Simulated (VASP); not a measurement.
Wanted: the native input for a VASP 6.6.1 run.

```yaml
Task: single point
Functional: PBE
Potentials_or_basis: VASP PAW PBE potentials, release 64 (Fe)
Cutoff: 520 eV
k_mesh: 28 × 28 × 28
Occupations: fermi-dirac, width 0.0612256 eV
Spin: no spin polarisation
Dipole_correction: no
Further_INCAR_settings: ALGO = Normal; EDIFF = 1e-06; NBANDS = 10
```

The structure of Fe lies in POSCAR:

```
Fe
1.0
   -1.3797434168      1.3797434168      1.3797434168
    1.3797434168     -1.3797434168      1.3797434168
    1.3797434168      1.3797434168     -1.3797434168
Fe
1
Direct
    0.0000000000      0.0000000000      0.0000000000
```

The input as run:

INCAR

```
SYSTEM = Fe
PREC     = Accurate       ! precision mode
ENCUT    = 520            ! plane-wave cutoff, eV
EDIFF    = 1E-6           ! SCF threshold, eV
ISMEAR   = -1             ! smearing method
SIGMA    = 0.06122561905347299 ! smearing width, eV
LREAL    = .False.        ! projectors in reciprocal space
LASPH    = .True.         ! aspherical terms in the spheres
NELM     = 100            ! most SCF steps
ALGO     = Normal         ! electronic algorithm
ISIF     = 2              ! what is computed and relaxed
LWAVE    = .False.        ! write WAVECAR
LCHARG   = .False.        ! write CHGCAR
GGA      = PE             ! functional
NBANDS   = 10             ! bands
```

KPOINTS

```
Automatic mesh
0
Gamma
  28 28 28
  0 0 0
```

Potentials or basis: VASP PAW PBE potentials, release 64 (Fe).

The run is started by

```bash
$ cat potpaw_PBE.64/Fe/POTCAR > POTCAR
$ mpirun -np 1 vasp_std > vasp.out
```

It gave:

```json
{
  "Pressure": "-0.6 GPa",
  "Band gap on the k mesh": "zero (band 4 reaches 7.75 eV, above the bottom of band 5 at 5.62 eV)"
}
```

Caveat: the run has no spin polarisation, though such a crystal can be magnetic.

Run time: 98 s on 1 thread of AMD EPYC 7R13 (shared host), peak memory 0.15 GiB.
